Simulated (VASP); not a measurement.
InP, 2 atoms in the cell. The structure is cubic, space group Pm-3m (No. 221). Conventional cell: a = 3.413 Å, b = 3.413 Å, c = 3.413 Å, α = 90.00°, β = 90.00°, γ = 90.00°. Within 3.9 Å of In (site symmetry m-3m) lie 8 P at 2.96 Å and 6 In at 3.41 Å. Within 3.9 Å of P (site symmetry m-3m) lie 8 In at 2.96 Å and 6 P at 3.41 Å. 

- Program: VASP 6.6.1
- Task: single point
- Functional: r2SCAN
- Potentials or basis: VASP PAW PBE potentials, release 64 (In_d, P)
- Cutoff: 520 eV
- k mesh: 6 × 6 × 6
- Occupations: fermi-dirac, width 0.02 eV
- Spin: no spin polarisation
- Dipole correction: no
- Further INCAR settings: ALGO = Normal; EDIFF = 1e-06; NBANDS = 16

Potentials or basis: VASP PAW PBE potentials, release 64 (In_d, P).

The run is started by

```bash
$ cat potpaw_PBE.64/In_d/POTCAR potpaw_PBE.64/P/POTCAR > POTCAR
$ cp INCAR.step1 INCAR
$ mpirun -np 1 vasp_std > vasp.out
$ cp INCAR.step2 INCAR
$ mpirun -np 1 vasp_std > vasp.out
```

Hardware: 1 thread of AMD EPYC 7R13 (shared host).

Q: Estimate the wall time of this run.

A: Wall time 76 s on 1 thread of AMD EPYC 7R13 (shared host), peak memory 0.14 GiB. Counts: k points 20.
